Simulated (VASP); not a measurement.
Wanted: the native input for a VASP 6.6.1 run.

```
Task                   : single point
Functional             : PBEsol
Potentials or basis    : VASP PAW PBE potentials, release 64 (Al, Cu)
Cutoff                 : 520 eV
k mesh                 : 18 × 18 × 8
Occupations            : gaussian, width 0.15 eV
Spin                   : no spin polarisation
Dipole correction      : no
Further INCAR settings : ALGO = Fast; EDIFF = 1e-07; NBANDS = 18
```

The structure of Al3Cu lies in POSCAR:

```
Al3Cu
1.0
    2.5469132637      0.0000000000      0.0000000000
    0.0000000000      2.5469132637      0.0000000000
    0.0000000000      0.0000000000      9.0561743680
Al Cu
3 1
Direct
    0.0000000000      0.0000000000      0.5000000000
    0.5000000000      0.5000000000      0.2206884206
    0.5000000000      0.5000000000      0.7793115794
    0.0000000000      0.0000000000      0.0000000000
```

This cell differs from its parent crystal: ratio of the length along z to the lengths across it x 1.3, volume and fractional coordinates fixed.

One way to write it, as run:

INCAR

```
ALGO = Fast
EDIFF = 1E-7
ENCUT = 520
GGA = PS
ISIF = 2
ISMEAR = 0
LASPH = T
LCHARG = F
LREAL = F
LWAVE = F
NBANDS = 18
NELM = 80
PREC = Accurate
SIGMA = 0.15
```

KPOINTS

```
k-points
0
Gamma
  18 18 8
```

Potentials or basis: VASP PAW PBE potentials, release 64 (Al, Cu).

Command:

```console
$ cat potpaw_PBE.64/Al/POTCAR potpaw_PBE.64/Cu/POTCAR > POTCAR
$ mpirun -np 1 vasp_std > vasp.out
```

Results of the run:

| Quantity | Value |
| --- | --- |
| Pressure | 6.5 GPa |
| Largest force | 0.107 eV/Å |
| Band gap on the k mesh | zero (bands 10 and 11 overlap by 3.69 eV) |

Caveat: the stress differs along the axes, from -11 to 15 GPa; the PAW data sets were made with another functional, which shifts forces and pressure a little.

Run time: 7.6 min on 1 thread of Intel Xeon 8259CL, with other jobs on the host, peak memory 0.38 GiB.
